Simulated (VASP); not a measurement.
Wanted: the native input for a VASP 6.6.1 run.

```yaml
Task: relaxation of cell and atoms
Functional: PBE
Potentials_or_basis: VASP PAW PBE potentials, release 64 (Dy_3, Be, O), 4f in core
Cutoff: 600 eV
k_mesh: 6 × 6 × 4
Occupations: gaussian, width 0.1 eV
Spin: no spin polarisation
Dipole_correction: no
Further_INCAR_settings: ALGO = Normal; EDIFF = 1e-07; IBRION = 2; EDIFFG = -0.04; NSW = 90; ISIF = 3
```

The structure of Dy2Be3O lies in POSCAR:

```
Dy2Be3O
1.0
    4.9995821200      0.0000000000      0.0000000000
   -2.4997910600      4.3297651200      0.0000000000
    0.0000000000      0.0000000000      4.2710308800
Dy Be O
2 3 1
Direct
    0.3333333300      0.6666666700      0.0000000000
    0.6666666700      0.3333333300      0.0000000000
    0.4852798400      0.0000000000      0.5000000000
    0.0000000000      0.4852798400      0.5000000000
    0.5147201600      0.5147201600      0.5000000000
    0.0000000000      0.0000000000      0.0000000000
```

The cell was generated, and may not be a known phase.

One way to write it, as run:

INCAR

```
  ALGO = Normal
  EDIFF = 1E-7
  EDIFFG = -0.04
  ENCUT = 600
  GGA = PE
  GGA_COMPAT = False
  IBRION = 2
  ISIF = 3
  ISMEAR = 0
  LASPH = True
  LCHARG = False
  LMAXMIX = 6
  LREAL = False
  LWAVE = False
  NELM = 200
  NELMIN = 4
  NSW = 90
  PREC = Accurate
  SIGMA = 0.1
```

KPOINTS

```
k-points
0
Gamma
  6 6 4
```

Potentials or basis: VASP PAW PBE potentials, release 64 (Dy_3, Be, O), 4f in core.

Launch:

```sh
$ cat potpaw_PBE.64/Dy_3/POTCAR potpaw_PBE.64/Be/POTCAR potpaw_PBE.64/O/POTCAR > POTCAR
$ mpirun -np 1 vasp_std > vasp.out
```

Results of the run:

```
Relaxed volume                        : 15.52 Å³/atom
Relaxed cell                          : a = 4.553 Å, b = 4.553 Å, c = 5.186 Å, α = 90.00°, β = 90.00°, γ = 120.00°
Space group after relaxing (to 0.1 Å) : P-62m (No. 189)
Energy gained by relaxing             : 430.4 meV/atom
Ionic steps                           : 8
Pressure after relaxing               : 0.0 GPa
Largest force after relaxing          : 0.015 eV/Å
Band gap on the k mesh                : zero (bands 15 and 16 overlap by 0.86 eV)
```

Caveat: the k points lie up to 0.30 Å⁻¹ apart in the final cell, too coarse for converged energies and pressures of a metal; a cell axis changed by over 15 % at a fixed basis, so the end point is rough; spin-orbit coupling is left out, which moves the levels of the heavy elements; the 4f electrons are frozen in the core, so they carry no moment and show no levels; the run has no spin polarisation, though such a crystal can be magnetic.

It took 4.8 min on 1 thread of Intel(R) Xeon(R) Platinum 8559C (Emerald Rapids), on a shared host, peak memory 0.26 GiB.
